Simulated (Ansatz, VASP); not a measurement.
ZnS in VASP and in Ansatz

```
CELL_PARAMETERS angstrom
3.81100 0.00000 0.00000
-1.90550 3.30042 0.00000
0.00000 0.00000 6.23400
ATOMIC_POSITIONS crystal
Zn 0.33333 0.66667 0.00000
Zn 0.66667 0.33333 0.50000
S 0.33333 0.66667 0.38500
S 0.66667 0.33333 0.88500
```

Alike in both runs: task relaxation of cell and atoms; functional r2SCAN; k mesh 6 × 6 × 4; no spin polarisation.

```csv
,VASP,Ansatz
version,VASP 6.6.1,Ansatz 0.2.0
potentials or method,"VASP PAW PBE potentials, release 64 (Zn, S)","plane waves, PAW"
plane-wave cutoff (eV),600,500
occupations,"gaussian, width 0.01 eV",fixed
valence electrons in the cell,36,36
```

Ansatz gave:

- relaxed volume (Å³/atom): 19.60
- relaxed cell length with the largest relative difference (Å): 6.246

Question: What did VASP give for the same quantities?

Answer: Relaxed volume (Å³/atom): 19.58; relaxed cell length with the largest relative difference (Å): 6.240.

VASP's potentials were made for PBE, not for r2SCAN.
